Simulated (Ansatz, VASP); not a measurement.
**Two plane-wave programs on Sn**

```xyz
4
Lattice="3.3031 3.3031 0.0000 -3.3031 3.3031 0.0000 0.0000 0.0000 6.6061" Properties=species:S:1:pos:R:3 pbc="T T T"
Sn    0.0000    0.0000    3.3031
Sn   -1.6515    1.6515    1.6515
Sn    0.0000    3.3031    0.0000
Sn    1.6515    1.6515    4.9546
```

Change from the starting cell: equal strain along all axes, cell held, atoms relaxed: +1.0 %.

Alike in both runs: task single point; functional PBEsol; k mesh 12 × 12 × 8; occupations gaussian, width 0.1 eV; no spin polarisation.

```csv
,VASP,Ansatz
version,VASP 6.6.1,Ansatz 0.2.0
potentials or method,"VASP PAW PBE potentials, release 64 (Sn_d), cutoff 520 eV","scalar-relativistic, plane waves, PAW"
valence electrons in the cell,56,56
```

|  | VASP | Ansatz | Ansatz less VASP |
| --- | --- | --- | --- |
| gap on the k mesh at the Fermi level (eV) | none | none | - |
| pressure (GPa) | -1.2 | -1.2 | +0.06 |

VASP's potentials were made for PBE, not for PBEsol. A gap of «none» marks a metal or a gap that the smearing closes.
